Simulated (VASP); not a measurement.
# CuO (P-6m2) in VASP: further runs, part 2 of 2

VASP 6.6.1.

### 4 Relaxation of cell and atoms, PBE

This run uses another cell than the first one, of 9.64 Å³/atom, 1.049 times its volume.

File INCAR:

```
PREC = Accurate
ENCUT = 600
EDIFF = 1E-6
ISMEAR = -1
SIGMA = 0.05
LREAL = F
LASPH = T
NELM = 80
ALGO = Normal
ISIF = 3
LWAVE = F
LCHARG = F
GGA = PE
IBRION = 2
NSW = 80
EDIFFG = -0.01
```

File KPOINTS:

```
regular mesh
0
Gamma
  9 9 8
```

File POSCAR:

```
CuO
1.0
    2.8363251100      0.0000000000      0.0000000000
   -1.4181625500      2.4563296000      0.0000000000
    0.0000000000      0.0000000000      2.7681127800
Cu O
1 1
Direct
    0.0000000000      0.0000000000      0.0000000000
    0.6666666667      0.3333333333      0.5000000000
```

Potentials or basis: VASP PAW PBE potentials, release 64 (Cu, O).

Launch:

```sh
> cat potpaw_PBE.64/Cu/POTCAR potpaw_PBE.64/O/POTCAR > POTCAR
> mpirun -np 1 vasp_std > vasp.out
```

OUTCAR:

```text
PREC = Accurate
   ENCUT = 600
   EDIFF = 1E-6
   ISMEAR = -1
   LREAL = F
   LASPH = T
   NELM = 80
   ISIF = 3
   GGA = PE
   IBRION = 2
   NSW = 80
   EDIFFG = -0.01

 ion  position               nearest neighbor table
   1  0.000  0.000  0.000-   2 2.14   2 2.14   2 2.14   2 2.14   2 2.14   2 2.14
   2  0.667  0.333  0.500-   1 2.14   1 2.14   1 2.14   1 2.14   1 2.14   1 2.14

  LATTYP: Found a hexagonal cell.
 ALAT       =     2.8363251100
 C/A-ratio  =     0.9759504544

  Lattice vectors:

 A1 = (   2.8363251100,   0.0000000000,   0.0000000000)
 A2 = (  -1.4181625500,   2.4563296000,   0.0000000000)
 A3 = (   0.0000000000,   0.0000000000,   2.7681127800)

Analysis of symmetry for initial positions (statically):
=====================================================================
 Subroutine PRICEL returns:
 Original cell was already a primitive cell.

 Routine SETGRP: Setting up the symmetry group for a
[... 339 lines left out ...]
      8       5.5950      1.80631
      9       5.5950      1.80630
     10       6.8030      0.00000
     11      21.2885      0.00000
     12      21.5927      0.00000
[... 331 lines left out ...]
 k-point    24 :       0.3333    0.3333    0.1250
  band No.  band energies     occupation
      1     -12.1827      2.00000
      2      -0.1046      2.00000
      3       0.4401      2.00000
      4       1.7162      2.00000
      5       3.5929      2.00000
      6       3.9606      2.00000
      7       4.1825      2.00000
      8       4.2136      2.00000
      9       5.9749      0.00930
     10      14.3155      0.00000
     11      14.7759      0.00000
     12      17.1292      0.00000

 [... further k-points ...]

------------------------ aborting loop because EDIFF is reached ----------------------------------------

  FORCE on cell =-STRESS in cart. coord.  units (eV):
  Direction    XX          YY          ZZ          XY          YZ          ZX
  --------------------------------------------------------------------------------------
  -------------------------------------------------------------------------------------
  Total        0.0114491      0.0114491      0.0074220      0.0000000     -0.0000000      0.0000000
  in kB        0.9463312      0.9463312      0.6134694      0.0000000     -0.0000000      0.0000000
  external PRESSURE =       0.8353772 kB  Pullay stress =       0.0000000 kB
[... 17 lines left out ...]
  FREE ENERGIE OF THE ION-ELECTRON SYSTEM (eV)
  ---------------------------------------------------
  free  energy   TOTEN  =        -9.1762549553 eV

  energy  without entropy=       -9.1584717082  energy(sigma->0) =       -9.16736333

 reached required accuracy - stopping structural energy minimisation
```

OSZICAR:

```text
N       E                     dE             d eps       ncg     rms          rms(c)
DAV:   1     0.120254598675E+03    0.12025E+03   -0.94588E+03  1504   0.245E+03
DAV:   2    -0.173913489720E+01   -0.12199E+03   -0.11224E+03  1468   0.368E+02
DAV:   3    -0.119635120201E+02   -0.10224E+02   -0.96135E+01  1776   0.119E+02
[... 44 lines left out ...]
DAV:   3    -0.917682103666E+01    0.23305E-02   -0.84486E-03  1760   0.498E+00    0.202E-01
DAV:   4    -0.917635306405E+01    0.46797E-03   -0.10136E-03  2096   0.115E+00    0.758E-02
DAV:   5    -0.917626468149E+01    0.88383E-04   -0.24550E-04  2232   0.354E-01    0.255E-02
DAV:   6    -0.917625518249E+01    0.94990E-05   -0.26816E-05  2168   0.839E-02    0.431E-03
DAV:   7    -0.917625495531E+01    0.22718E-06   -0.16991E-06  1216   0.195E-02
   5 F= -.91762550E+01 E0= -.91673633E+01  d E =-.155925E-02
```

CONTCAR:

```text
CuO
   1.00000000000000
     2.8852228732671956    0.0000000001005307   -0.0000000000000000
    -1.4426114314603362    2.4986763051975629    0.0000000000000000
    -0.0000000000000000   -0.0000000000000000    2.6887476568930873
  Cu              O
     1     1
Direct
     0.0000000000000000    0.0000000000000000    0.0000000000000000
     0.6666666667000030    0.3333333332999970    0.5000000000000000

  0.00000000E+00  0.00000000E+00  0.00000000E+00
  0.00000000E+00  0.00000000E+00  0.00000000E+00
```

Run time: 30 s. Hardware: 1 thread of Intel Xeon Platinum 8488C (Sapphire Rapids), shared host; peak memory 0.15 GiB.

Results:

- Free energy: -9.1763 eV
- Relaxed volume: 9.69 Å³/atom
- Relaxed cell: a = 2.885 Å, b = 2.885 Å, c = 2.689 Å, α = 90.00°, β = 90.00°, γ = 120.00°
- Space group after relaxing (to 0.05 Å): P-6m2 (No. 187)
- Energy gained by relaxing: 9.6 meV/atom
- Ionic steps: 5
- Pressure after relaxing: 0.1 GPa

Step by step:
| step | energy change (eV) | largest force (eV/Å) | pressure (GPa) | volume (Å³) |
| --- | --- | --- | --- | --- |
| 1 | 0.0000 | 0.0000 | -0.55 | 19.29 |
| 2 | -0.0164 | 0.0000 | 1.23 | 19.19 |
| 3 | -0.0177 | 0.0000 | 2.05 | 19.15 |
| 4 | -0.0189 | 0.0000 | -0.85 | 19.50 |
| 5 | -0.0192 | 0.0000 | 0.08 | 19.38 |

Final structure:
```xyz
2
Lattice="2.8852 0.0000 0.0000 -1.4426 2.4987 0.0000 0.0000 0.0000 2.6887" Properties=species:S:1:pos:R:3 pbc="T T T"
Cu    0.0000    0.0000    0.0000
O     1.4426    0.8329    1.3444
```

Levels at points of the mesh, in eV from the Fermi level:
```csv
k point,band 7,band 8,band 9,band 10,band 11,band 12
"(0.00, 0.00, 0.00)",-1.70,-0.11,-0.11,1.10,15.58,15.89
"(0.00, 0.00, 0.50)",-1.32,-0.23,-0.23,7.31,7.41,20.51
```

Caveat: an odd number of electrons without spin polarisation forces a metal; a magnetic or distorted state may lie lower; semilocal functionals often make such compounds metallic where correlation or magnetic order opens a gap, which also shifts bond lengths. With open d or f shells a metallic result of PBE can be an artefact of self-interaction; +U or a hybrid may open a gap.

### 5 Relaxation of cell and atoms, PBEsol

This run uses another cell than the first one, of 9.64 Å³/atom, 1.049 times its volume.

File INCAR:

```
PREC     = Accurate       # precision mode
ENCUT    = 600            # plane-wave cutoff, eV
EDIFF    = 1E-7           # SCF threshold, eV
ISMEAR   = -1             # smearing method
SIGMA    = 0.05           # smearing width, eV
LREAL    = False          # projectors in reciprocal space
LASPH    = True           # aspherical terms in the spheres
NELM     = 60             # most SCF steps
ALGO     = Normal         # electronic algorithm
ISIF     = 3              # what is computed and relaxed
LWAVE    = False          # write WAVECAR
LCHARG   = False          # write CHGCAR
GGA      = PS             # functional
IBRION   = 2              # ionic algorithm
NSW      = 80             # ionic steps
EDIFFG   = -0.01          # ionic threshold
```

File KPOINTS:

```
Automatic mesh
0
Gamma
  9 9 8
```

POSCAR is that of step 4.

Launch:

```sh
> cat potpaw_PBE.64/Cu/POTCAR potpaw_PBE.64/O/POTCAR > POTCAR
> mpirun -np 1 vasp_std > vasp.out
```

Run time: 46 s. Hardware: 1 thread of Intel Xeon Platinum 8488C (Sapphire Rapids), shared host; peak memory 0.15 GiB.

The run converged. Its results:

| Property | Result |
| --- | --- |
| Free energy | -10.1118 eV |
| Relaxed volume | 9.21 Å³/atom |
| Relaxed cell | a = 2.832 Å, b = 2.832 Å, c = 2.653 Å, α = 90.00°, β = 90.00°, γ = 120.00° |
| Space group after relaxing (to 0.05 Å) | P-6m2 (No. 187) |
| Energy gained by relaxing | 22.7 meV/atom |
| Ionic steps | 5 |
| Pressure after relaxing | 0.0 GPa |

Step by step:
| step | energy change (eV) | largest force (eV/Å) | pressure (GPa) | volume (Å³) |
| --- | --- | --- | --- | --- |
| 1 | 0.0000 | 0.0000 | -9.18 | 19.29 |
| 2 | -0.0310 | 0.0000 | 7.39 | 17.78 |
| 3 | -0.0420 | 0.0000 | 1.13 | 18.26 |
| 4 | -0.0449 | 0.0000 | 0.43 | 18.37 |
| 5 | -0.0453 | 0.0000 | 0.04 | 18.42 |

Final structure:
```yaml
crystal:
  lattice:
    - [2.83170, 0.00000, 0.00000]
    - [-1.41585, 2.45232, 0.00000]
    - [0.00000, 0.00000, 2.65284]
  atoms:
    - { symbol: Cu, position: [0.00000, 0.00000, 0.00000] }
    - { symbol: O, position: [0.66667, 0.33333, 0.50000] }
```

Levels at points of the mesh, in eV from the Fermi level:
```tsv
k point	band 5	band 6	band 7	band 8	band 9	band 10	band 11	band 12
(0.00, 0.00, 0.00)	-2.48	-1.82	-1.82	-0.12	-0.12	1.24	15.54	16.17
(0.00, 0.00, 0.50)	-2.31	-2.31	-1.39	-0.25	-0.25	7.48	7.61	21.11
```

Caveat: the PAW data sets were made with another functional, which shifts forces and pressure a little; an odd number of electrons without spin polarisation forces a metal; a magnetic or distorted state may lie lower; semilocal functionals often make such compounds metallic where correlation or magnetic order opens a gap, which also shifts bond lengths. With open d or f shells a metallic result of PBEsol can be an artefact of self-interaction; +U or a hybrid may open a gap.

### 6 Relaxation of cell and atoms, LDA

This run uses another cell than the first one, of 9.64 Å³/atom, 1.049 times its volume.

File INCAR:

```
SYSTEM = CuO
  PREC = Accurate
  ENCUT = 600
  EDIFF = 1E-6
  ISMEAR = -1
  SIGMA = 0.05
  LREAL = .FALSE.
  LASPH = .TRUE.
  NELM = 80
  ALGO = Normal
  ISIF = 3
  LWAVE = .FALSE.
  LCHARG = .FALSE.
  GGA = CA
  IBRION = 2
  NSW = 80
  EDIFFG = -0.01
```

File KPOINTS:

```
Automatic mesh
0
G
  9 9 8
  0 0 0
```

POSCAR is that of step 5.

Potentials or basis: VASP PAW LDA potentials, release 64 (Cu, O).

Launch:

```sh
> cat potpaw_LDA.64/Cu/POTCAR potpaw_LDA.64/O/POTCAR > POTCAR
> mpirun -np 1 vasp_std > vasp.out
```

Wall time 50 s (1 thread of Intel Xeon Platinum 8488C (Sapphire Rapids), shared host); peak memory 0.14 GiB.

The run converged. Its results:

```
Free energy                            : -11.0379 eV
Relaxed volume                         : 8.87 Å³/atom
Relaxed cell                           : a = 2.796 Å, b = 2.796 Å, c = 2.621 Å, α = 90.00°, β = 90.00°, γ = 120.00°
Space group after relaxing (to 0.05 Å) : P-6m2 (No. 187)
Energy gained by relaxing              : 53.1 meV/atom
Ionic steps                            : 9
Pressure after relaxing                : -0.1 GPa
```

The path:
| step | energy change (eV) | largest force (eV/Å) | pressure (GPa) | volume (Å³) |
| --- | --- | --- | --- | --- |
| 1 | 0.0000 | 0.0000 | -16.07 | 19.29 |
| 2 | -0.0585 | 0.0000 | 15.48 | 16.70 |
| 3 | -0.1039 | 0.0000 | 0.54 | 17.65 |
| 4 | -0.1039 | 0.0000 | 0.94 | 17.62 |
| 5 | -0.1059 | 0.0000 | 0.52 | 17.68 |
| 6 | -0.1062 | 0.0000 | 0.42 | 17.71 |
| 7 | -0.1062 | 0.0000 | 0.34 | 17.72 |
| 8 | -0.1062 | 0.0000 | -0.34 | 17.77 |
| 9 | -0.1063 | 0.0000 | -0.10 | 17.75 |

Final structure:
```xyz
2
Lattice="2.7963 0.0000 0.0000 -1.3982 2.4217 0.0000 0.0000 0.0000 2.6209" Properties=species:S:1:pos:R:3 pbc="T T T"
Cu    0.0000    0.0000    2.6209
O     1.3982    0.8072    1.3104
```

Levels at points of the mesh, in eV from the Fermi level:
```tsv
k point	band 6	band 7	band 8	band 9	band 10	band 11	band 12
(0.00, 0.00, 0.00)	-1.93	-1.93	-0.12	-0.12	1.52	15.74	16.39
(0.00, 0.00, 0.50)	-2.45	-1.45	-0.27	-0.27	7.78	7.82	21.52
```

Caveat: an odd number of electrons without spin polarisation forces a metal; a magnetic or distorted state may lie lower; semilocal functionals often make such compounds metallic where correlation or magnetic order opens a gap, which also shifts bond lengths. With open d or f shells a metallic result of LDA can be an artefact of self-interaction; +U or a hybrid may open a gap.

### 7 Overview

```tsv
task	level	potentials or basis	cell	cutoff (eV)	gap on the mesh (eV)	pressure (GPa)	relaxed volume (Å³/atom)
single point	PBEsol	VASP PAW PBE potentials, release 64 (Cu, O)	a = 2.830, b = 2.830, c = 2.651 Å, angles 90.0, 90.0, 120.0°, 2 atoms	520	none	0.5	-
single point	PBE	VASP PAW PBE potentials, release 64 (Cu, O)	a = 2.884, b = 2.884, c = 2.688 Å, angles 90.0, 90.0, 120.0°, 2 atoms	520	none	0.2	-
relaxation of cell and atoms	PBE	VASP PAW PBE potentials, release 64 (Cu, O)	relaxed from a = 2.836, b = 2.836, c = 2.768 Å, angles 90.0, 90.0, 120.0°, 2 atoms	600	none	0.1	9.69
relaxation of cell and atoms	PBEsol	VASP PAW PBE potentials, release 64 (Cu, O)	relaxed from a = 2.836, b = 2.836, c = 2.768 Å, angles 90.0, 90.0, 120.0°, 2 atoms	600	none	0.0	9.21
relaxation of cell and atoms	LDA	VASP PAW LDA potentials, release 64 (Cu, O)	relaxed from a = 2.836, b = 2.836, c = 2.768 Å, angles 90.0, 90.0, 120.0°, 2 atoms	600	none	-0.1	8.87
```

Alike in all rows: no spin polarisation; k mesh 9 × 9 × 8; smearing fermi-dirac 0.05 eV.

Caveats: an odd number of electrons without spin polarisation forces a metal; a magnetic or distorted state may lie lower; semilocal functionals often make such compounds metallic where correlation or magnetic order opens a gap, which also shifts bond lengths; the PAW data sets were made with another functional, which shifts forces and pressure a little (some runs).

Absolute energies hang on the potentials; compare differences alone.
